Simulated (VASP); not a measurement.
Write the native input for VASP 6.6.1 that does the following.

- Task: single point
- Functional: PBEsol
- Potentials or basis: VASP PAW PBE potentials, release 64 (Si)
- Cutoff: 520 eV
- k mesh: 12 × 12 × 12
- Occupations: gaussian, width 0.02 eV
- Spin: no spin polarisation
- Dipole correction: no
- Further INCAR settings: ALGO = Normal; EDIFF = 1e-06; NBANDS = 11

The structure of Si lies in POSCAR:

```
Si
1.0
    0.0000000000      2.7170849197      2.7170849197
    2.7170849197      0.0000000000      2.7170849197
    2.7170849197      2.7170849197      0.0000000000
Si
2
Direct
    0.0000000000      0.0000000000      0.0000000000
    0.2500000000      0.2500000000      0.2500000000
```

These files were run (other wordings do the same):

INCAR

```
SYSTEM = Si
PREC = Accurate
ENCUT = 520
EDIFF = 1E-6
ISMEAR = 0
SIGMA = 0.02
LREAL = .False.
LASPH = .True.
NELM = 100
ALGO = Normal
ISIF = 2
LWAVE = .False.
LCHARG = .False.
GGA = PS
NBANDS = 11
```

KPOINTS

```
regular mesh
0
Gamma
  12 12 12
  0 0 0
```

Potentials or basis: VASP PAW PBE potentials, release 64 (Si).

The run is started by

```bash
$ cat potpaw_PBE.64/Si/POTCAR > POTCAR
$ mpirun -np 1 vasp_std > vasp.out
```

Results of the run:

```
Pressure               : 0.1 GPa
Band gap on the k mesh : 0.46 eV, indirect (least direct gap 2.52 eV)
```

Caveat: the PAW data sets were made with another functional, which shifts forces and pressure a little.

It took 29 s on 1 thread of Intel(R) Xeon(R) Platinum 8488C (Sapphire Rapids), on a shared host, peak memory 0.17 GiB.
